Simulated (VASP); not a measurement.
Write the native input for VASP 6.6.1 that does the following.

```
Task                   : single point
Functional             : PBEsol
Dispersion             : D3(BJ)
Potentials or basis    : VASP PAW PBE potentials, release 64 (Al)
Cutoff                 : 520 eV
k mesh                 : 22 × 22 × 22
Occupations            : gaussian, width 0.15 eV
Spin                   : no spin polarisation
Dipole correction      : no
Further INCAR settings : ALGO = Normal; EDIFF = 1e-06; NBANDS = 8
```

The structure of Al lies in POSCAR:

```
Al
1.0
    0.0000000000      1.8544925768      2.4108403498
    1.8544925768      0.0000000000      2.4108403498
    1.8544925768      1.8544925768      0.0000000000
Al
1
Direct
    0.0000000000      0.0000000000      0.0000000000
```

This cell differs from its parent crystal: ratio of the length along z to the lengths across it x 1.3, volume and fractional coordinates fixed.

The input as run:

INCAR

```
SYSTEM = Al
ALGO = Normal ; EDIFF = 1E-6
ENCUT = 520 ; GGA = PS
ISIF = 2 ; ISMEAR = 0
IVDW = 12 ; LASPH = .TRUE.
LCHARG = .FALSE. ; LREAL = .FALSE.
LWAVE = .FALSE. ; NBANDS = 8
NELM = 100 ; PREC = Accurate
SIGMA = 0.15
```

KPOINTS

```
k-points
0
G
  22 22 22
  0 0 0
```

Potentials or basis: VASP PAW PBE potentials, release 64 (Al).

Run with:

```bash
$ cat potpaw_PBE.64/Al/POTCAR > POTCAR
$ mpirun -np 1 vasp_std > vasp.out
```

Results of the run:

```
Pressure                   : 0.4 GPa
Band gap on the k mesh     : zero (an odd number of electrons rules out a gap without spin polarisation)
Dispersion energy per atom : -0.316 eV
```

Caveat: the PAW data sets were made with another functional, which shifts forces and pressure a little.

It took 77 s on 1 thread of Intel Xeon 8259CL, on a shared host, peak memory 0.21 GiB.
